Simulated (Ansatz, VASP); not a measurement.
**One calculation of Co, two programs**

```xyz
2
Lattice="0.0000 2.5782 2.5782 2.5782 0.0000 2.5782 2.5782 2.5782 0.0000" Properties=species:S:1:pos:R:3 pbc="T T T"
Co    0.6445    0.6445    0.6445
Co    4.5118    4.5118    4.5118
```

Alike in both runs: task single point; functional BLYP; k mesh 17 × 17 × 17; occupations fermi-dirac, width 0.05 eV; collinear spin.

|  | VASP | Ansatz |
| --- | --- | --- |
| version | VASP 6.6.1 | Ansatz 0.2.0 |
| potentials or method | VASP PAW PBE potentials, release 64 (Co), cutoff 520 eV | plane waves (420 eV) with PAW, scalar-relativistic |
| valence electrons in the cell | 18 | 34 |

VASP gave:

| Property | Result |
| --- | --- |
| net moment per atom (μB) | 1.71 |
| size of the moment on the site where the two differ most (μB) | 1.70 |

Problem. Estimate Ansatz's values.

Solution. net moment per atom (μB): 1.72; size of the moment on the site where the two differ most (μB): 1.74.

VASP's potentials were made for PBE, not for BLYP. Site moments also hang on the region over which each program counts them. The functional is the same, so the differences come from potentials, cutoffs and numerics. VASP's potentials hold 18 valence electrons a cell and Ansatz's 34, so a difference there can come from the potentials and not from the codes.
